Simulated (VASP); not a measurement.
# Si3P2 (P6/mmm) in VASP: single point with PBE

Aim: the single point of Si3P2 with PBE.

Everything below comes from runs of VASP 6.6.1. Logs are shortened: lines on timing, memory, paths and dates and some standing lists are left out, and cuts for length are marked.

## 1. The cell of the first run

Symmetry: P6/mmm, No. 191, hexagonal system. Conventional cell: a = 5.452 Å, b = 5.452 Å, c = 3.761 Å, α = 90.00°, β = 90.00°, γ = 120.00°. Si (site symmetry mmm) has 2 P at 1.57 Å within 2.1 Å. Within 2.1 Å of P (site symmetry -6m2) lie 3 Si at 1.57 Å.

The cell was built from a structure type or drawn by symmetry, and may not be a known phase.

## 2. Single point, PBE

Contents of INCAR:

```
PREC = Accurate
ENCUT = 520
EDIFF = 1E-6
ISMEAR = 0
SIGMA = 0.1
LREAL = F
LASPH = T
NELM = 60
ALGO = Normal
ISIF = 2
LWAVE = F
LCHARG = F
GGA = PE
NBANDS = 19
```

Contents of KPOINTS:

```
regular mesh
0
Gamma
  6 6 4
```

Contents of POSCAR:

```
Si3P2
1.0
    5.4523940700      0.0000000000      0.0000000000
   -2.7261970300      4.7219117700      0.0000000000
    0.0000000000      0.0000000000      3.7611983400
Si P
3 2
Direct
    0.5000000000      0.0000000000      0.5000000000
    0.0000000000      0.5000000000      0.5000000000
    0.5000000000      0.5000000000      0.5000000000
    0.3333333300      0.6666666700      0.5000000000
    0.6666666700      0.3333333300      0.5000000000
```

Potentials or basis: VASP PAW PBE potentials, release 64 (Si, P).

The run is started by

```bash
$ cat potpaw_PBE.64/Si/POTCAR potpaw_PBE.64/P/POTCAR > POTCAR
$ mpirun -np 1 vasp_std > vasp.out
```

OUTCAR:

```text
PREC = Accurate
   ENCUT = 520
   EDIFF = 1E-6
   ISMEAR = 0
   LREAL = F
   LASPH = T
   NELM = 60
   ISIF = 2
   GGA = PE

 ion  position               nearest neighbor table
   1  0.500  0.000  0.500-   4 1.57   5 1.57   3 2.73   3 2.73   2 2.73   2 2.73
   2  0.000  0.500  0.500-   4 1.57   5 1.57   1 2.73   1 2.73   3 2.73   3 2.73
   3  0.500  0.500  0.500-   4 1.57   5 1.57   1 2.73   1 2.73   2 2.73   2 2.73
   4  0.333  0.667  0.500-   1 1.57   2 1.57   3 1.57
   5  0.667  0.333  0.500-   1 1.57   2 1.57   3 1.57

  LATTYP: Found a hexagonal cell.
 ALAT       =     5.4523940700
 C/A-ratio  =     0.6898251102

  Lattice vectors:

 A1 = (   5.4523940700,   0.0000000000,   0.0000000000)
 A2 = (  -2.7261970300,   4.7219117700,   0.0000000000)
 A3 = (   0.0000000000,   0.0000000000,   3.7611983400)

Analysis of symmetry for initial positions (statically):
=====================================================================
 Subroutine PRICEL returns:
 Original cell was already a primitive cell.

 Routine SETGRP: Setting up the symmetry group for a
 hexagonal supercell.

 Subroutine GETGRP returns: Found 24 space group operations
 (whereof 24 operations were pure point group operations)
 out of a pool of 24 trial point group operations.

The static configuration has the point symmetry D_6h.

Analysis of symmetry for dynamics (positions and initial velocities):
=====================================================================
 Subroutine PRICEL returns:
 Original cell was already a primitive cell.

 Routine SETGRP: Setting up the symmetry group for a
 hexagonal supercell.

 Subroutine GETGRP returns: Found 24 space group operations
 (whereof 24 operations were pure point group operations)
 out of a pool of 24 trial point group operations.

The dynamic configuration has the point symmetry D_6h.

 Subroutine INISYM returns: Found 24 space group operations
 (whereof 24 operations are pure point group operations),
 and found     1 'primitive' translations

----------------------------------------------------------------------------------------

                                     Primitive cell

  volume of cell :      96.8348

  direct lattice vectors                    reciprocal lattice vectors
     5.452394070  0.000000000  0.000000000     0.183405672  0.105889314  0.000000000
    -2.726197030  4.721911770  0.000000000     0.000000000  0.211778629  0.000000000
     0.000000000  0.000000000  3.761198340     0.000000000  0.000000000  0.265872711

  length of vectors
     5.452394070  5.452394062  3.761198340     0.211778629  0.211778629  0.265872711

  position of ions in fractional coordinates (direct lattice)
     0.500000000  0.000000000  0.500000000
     0.000000000  0.500000000  0.500000000
     0.500000000  0.500000000  0.500000000
     0.333333330  0.666666670  0.500000000
     0.666666670  0.333333330  0.500000000

  ion indices of the primitive-cell ions
   primitive index   ion index
                 1           1
                 2           2
                 3           3
                 4           4
                 5           5

----------------------------------------------------------------------------------------

 KPOINTS: regular mesh

Automatic generation of k-mesh.
 Grid dimensions read from file:
 generate k-points for:    6    6    4

 Generating k-lattice:

  Cartesian coordinates                     Fractional coordinates (reciprocal lattice)
     0.030567612  0.017648219  0.000000000     0.166666667  0.000000000  0.000000000
     0.000000000  0.035296438  0.000000000     0.000000000  0.166666667  0.000000000
     0.000000000  0.000000000  0.066468178     0.000000000  0.000000000  0.250000000

  Length of vectors
     0.035296438  0.035296438  0.066468178

  Shift w.r.t. Gamma in fractional coordinates (k-lattice)
     0.000000000  0.000000000  0.000000000

 Subroutine IBZKPT returns following result:
 ===========================================

 Found     21 irreducible k-points:

 Following reciprocal coordinates:
            Coordinates               Weight
  0.000000  0.000000  0.000000      1.000000
  0.166667 -0.000000  0.000000      6.000000
  0.333333 -0.000000  0.000000      6.000000
  0.500000 -0.000000  0.000000      3.000000
  0.166667  0.166667  0.000000      6.000000
  0.333333  0.166667  0.000000     12.000000
[... 13 lines left out ...]
  0.333333  0.166667  0.500000     12.000000
  0.333333  0.333333  0.500000      2.000000
   k-points           NKPTS =     21   k-points in BZ     NKDIM =     21   number of bands    NBANDS=     19
   number of dos      NEDOS =    301   number of ions     NIONS =      5
   total plane-waves  NPLWV =  49392
   dimension x,y,z NGX =    42 NGY =   42 NGZ =   28
   dimension x,y,z NGXF=    84 NGYF=   84 NGZF=   56
   ions per type =               3   2
   NGX,Y,Z   is equivalent  to a cutoff of  12.81, 12.81, 12.38 a.u.
   NGXF,Y,Z  is equivalent  to a cutoff of  25.61, 25.61, 24.75 a.u.
 SYSTEM =  unknown system
   PREC   = accura    normal or accurate (medium, high low for compatibility)
   ISTART =      0    job   : 0-new  1-cont  2-samecut
   ICHARG =      2    charge: 1-file 2-atom 10-const
   ISPIN  =      1    spin polarized calculation?
   LNONCOLLINEAR =      F non collinear calculations
   LSORBIT =      F    spin-orbit coupling
   LASPH  =      T    aspherical Exc in radial PAW
   ENCUT  =  520.0 eV  38.22 Ry    6.18 a.u.  10.14 10.14  6.99*2*pi/ulx,y,z
   NELM   =     60;   NELMIN=  2; NELMDL= -5     # of ELM steps
   EDIFF  = 0.1E-05   stopping-criterion for ELM
   LREAL  =      F    real-space projection
   EDIFFG = 0.1E-04   stopping-criterion for IOM
   NSW    =      0    number of steps for IOM
   IBRION =     -1    ionic relax: 0-MD 1-quasi-New 2-CG
   NFREE  =      0    steps in history (QN), initial steepest desc. (CG)
   ISIF   =      2    stress and relaxation
   ISYM   =      2    0-nonsym 1-usesym 2-fastsym
   POTIM  = 0.5000    time-step for ionic-motion
   TEBEG  =    0.0;   TEEND  =   0.0 temperature during run
   PSTRESS=    0.0 pullay stress
   NELECT =      22.0000    total number of electrons
   NUPDOWN=      -1.0000    fix difference up-down
   EMIN   =  10.00;   EMAX   =-10.00  energy-range for DOS
   EFERMI =   0.00;   METHOD = LEGACY
   ISMEAR =     0;   SIGMA  =   0.10  broadening in eV -4-tet -1-fermi 0-gaus
   EFERMI_NEDOS =   21; number of points for ismear=-14 and -15
   IALGO  =     38    algorithm
   IMIX   =      4    mixing-type and parameters
     AMIX     =   0.40;   BMIX     =  1.00
     AMIX_MAG =   1.60;   BMIX_MAG =  1.00
  volume/ion in A,a.u.               =      19.37       130.69
  Fermi-wavevector in a.u.,A,eV,Ry     =   0.998938  1.887719 13.576947  0.997877
  Thomas-Fermi vector in A             =   2.131195
   LORBIT       =      0    0 simple, 1 ext, 2 COOP (PROOUT), +10 PAW based schemes
   GGA     = PE    functional components
   LHFCALC =     F    Hartree Fock is set to
   AEXX    =    0.0000 exact exchange contribution
   IVDW    =     0    specifies the selected vdW correction
   LEPSILON=     F    determine dielectric tensor
   LRPA    =     F    only Hartree local field effects (RPA)
 non-spin polarized calculation
 Gauss-broadening in eV      SIGMA  =   0.10
  energy-cutoff  :      520.00
  volume of cell :       96.83
 maximum number of plane-waves:      2646
 NGX is ok and might be reduce to    42
   NGX = 21   NGY = 21   NGZ = 13

 number of electron      21.9999998 magnetization

 Free energy of the ion-electron system (eV)
  ---------------------------------------------------
  ext. energy  EPLUGINS =         0.00000000
  ---------------------------------------------------
  free energy    TOTEN  =        18.66500859 eV

  energy without entropy =       18.67590132  energy(sigma->0) =       18.67045496

 E-fermi :   5.9605     XC(G=0):  -8.7175

 val. band max:        5.9403057540   @ k =   0.1667  -0.0000   0.5000
 cond. band min:       5.9670399560   @ k =   0.3333   0.1667   0.5000
 fundamental gap:      0.0267342020
 Fermi energy:         5.9605114541

 k-point     1 :       0.0000    0.0000    0.0000
  band No.  band energies     occupation
      1     -11.5106      2.00000
      2      -8.6866      2.00000
      3      -4.6889      2.00000
      4      -4.6889      2.00000
      5      -1.7353      2.00000
      6      -1.7353      2.00000
[... 11 lines left out ...]
     18      11.0123      0.00000
     19      11.2795      0.00000

 k-point     2 :       0.1667   -0.0000    0.0000
  band No.  band energies     occupation
      1     -11.3994      2.00000
      2      -8.9811      2.00000
      3      -4.7751      2.00000
      4      -4.4020      2.00000
      5      -1.7443      2.00000
      6      -1.5081      2.00000
[... 11 lines left out ...]
     18      10.8082      0.00000
     19      11.1657      0.00000

 k-point     3 :       0.3333   -0.0000    0.0000
  band No.  band energies     occupation
      1     -11.0949      2.00000
      2      -9.5897      2.00000
      3      -4.9252      2.00000
      4      -3.9026      2.00000
      5      -1.6969      2.00000
      6      -1.0357      2.00000
[... 11 lines left out ...]
     18      10.4186      0.00000
     19      10.8362      0.00000

 k-point     4 :       0.5000   -0.0000    0.0000
  band No.  band energies     occupation
      1     -10.8278      2.00000
      2      -9.9875      2.00000
      3      -4.9918      2.00000
      4      -3.6893      2.00000
      5      -1.6234      2.00000
      6      -0.7802      2.00000
[... 11 lines left out ...]
     18      10.2076      0.00000
     19      10.7643      0.00000

 k-point     5 :       0.1667    0.1667    0.0000
  band No.  band energies     occupation
      1     -11.1873      2.00000
      2      -9.4262      2.00000
      3      -4.9359      2.00000
      4      -3.9346      2.00000
      5      -1.8326      2.00000
      6      -1.0842      2.00000
[... 11 lines left out ...]
     18      10.5633      0.00000
     19      10.7170      0.00000

 k-point     6 :       0.3333    0.1667    0.0000
  band No.  band energies     occupation
      1     -10.8306      2.00000
      2      -9.9816      2.00000
      3      -5.0912      2.00000
      4      -3.4130      2.00000
      5      -1.9727      2.00000
      6      -0.6166      2.00000
[... 11 lines left out ...]
     18      10.0993      0.00000
     19      10.7518      0.00000

 k-point     7 :       0.3333    0.3333    0.0000
  band No.  band energies     occupation
      1     -10.4351      2.00000
      2     -10.4351      2.00000
      3      -5.2018      2.00000
      4      -2.6433      2.00000
      5      -2.6433      2.00000
      6      -0.3630      2.00000
[... 11 lines left out ...]
     18      10.1831      0.00000
     19      10.1831      0.00000

 k-point     8 :       0.0000    0.0000    0.2500
  band No.  band energies     occupation
      1     -11.3774      2.00000
      2      -8.5851      2.00000
      3      -4.5482      2.00000
      4      -4.5482      2.00000
      5      -1.6339      2.00000
      6      -1.6339      2.00000
[... 190 lines left out ...]
 k-point    17 :       0.3333   -0.0000    0.5000
  band No.  band energies     occupation
      1     -10.8251      2.00000
      2      -9.3495      2.00000
      3      -4.6248      2.00000
      4      -3.6353      2.00000
      5      -1.6940      2.00000
      6      -1.4977      2.00000
[... 11 lines left out ...]
     18      11.9861      0.00000
     19      12.4233      0.00000

 k-point    18 :       0.5000   -0.0000    0.5000
  band No.  band energies     occupation
      1     -10.5628      2.00000
      2      -9.7371      2.00000
      3      -4.6894      2.00000
      4      -3.4217      2.00000
      5      -1.4428      2.00000
      6      -1.4192      2.00000
[... 11 lines left out ...]
     18      11.0042      0.00000
     19      11.0240      0.00000

 k-point    19 :       0.1667    0.1667    0.5000
  band No.  band energies     occupation
      1     -10.9159      2.00000
      2      -9.1908      2.00000
      3      -4.6331      2.00000
      4      -3.6720      2.00000
      5      -1.7883      2.00000
      6      -1.6211      2.00000
[... 11 lines left out ...]
     18      12.3244      0.00000
     19      12.9006      0.00000

 k-point    20 :       0.3333    0.1667    0.5000
  band No.  band energies     occupation
      1     -10.5653      2.00000
      2      -9.7320      2.00000
      3      -4.7815      2.00000
      4      -3.1634      2.00000
      5      -1.7723      2.00000
      6      -1.4254      2.00000
[... 11 lines left out ...]
     18      10.9250      0.00000
     19      11.6624      0.00000

 k-point    21 :       0.3333    0.3333    0.5000
  band No.  band energies     occupation
      1     -10.1767      2.00000
      2     -10.1767      2.00000
      3      -4.8859      2.00000
      4      -2.4231      2.00000
      5      -2.4231      2.00000
      6      -1.0243      2.00000
[... 11 lines left out ...]
     18      11.4863      0.00000
     19      11.6328      0.00000

------------------------ aborting loop because EDIFF is reached ----------------------------------------

  FORCE on cell =-STRESS in cart. coord.  units (eV):
  Direction    XX          YY          ZZ          XY          YZ          ZX
  --------------------------------------------------------------------------------------
  -------------------------------------------------------------------------------------
  Total      157.8995248    157.8995244     -3.5717973      0.0000002      0.0000000     -0.0000000
  in kB     2612.5226532   2612.5226465    -59.0970835      0.0000028      0.0000000     -0.0000000
  external PRESSURE =    1721.9827387 kB  Pullay stress =       0.0000000 kB

 VOLUME and BASIS-vectors are now :
 -----------------------------------------------------------------------------
  energy-cutoff  :      520.00
  volume of cell :       96.83
      direct lattice vectors                 reciprocal lattice vectors
     5.452394070  0.000000000  0.000000000     0.183405672  0.105889314  0.000000000
    -2.726197030  4.721911770  0.000000000     0.000000000  0.211778629  0.000000000
     0.000000000  0.000000000  3.761198340     0.000000000  0.000000000  0.265872711

 POSITION                                       TOTAL-FORCE (eV/Angst)
 -----------------------------------------------------------------------------------
      2.72620      0.00000      1.88060         0.000000      0.000000      0.000000
     -1.36310      2.36096      1.88060         0.000000      0.000000      0.000000
      1.36310      2.36096      1.88060         0.000000      0.000000      0.000000
     -0.00000      3.14794      1.88060         0.000000     -0.000000      0.000000
      2.72620      1.57397      1.88060        -0.000000      0.000000      0.000000
 -----------------------------------------------------------------------------------
    total drift:                                0.000000     -0.000000      0.000000

  FREE ENERGIE OF THE ION-ELECTRON SYSTEM (eV)
  ---------------------------------------------------
  free  energy   TOTEN  =        18.6650085899 eV

  energy  without entropy=       18.6759013217  energy(sigma->0) =       18.67045496
```

It took 76 s on 1 thread of AMD EPYC 7R13, shared host; peak memory 0.18 GiB.

What came out:

```yaml
Free_energy: 18.6650 eV
Pressure: 172.2 GPa
Band_gap_on_the_k_mesh: zero (bands 11 and 12 overlap by 1.02 eV)
```

Caveat: the k points lie up to 0.42 Å⁻¹ apart, too coarse for converged energies and pressures of a metal.
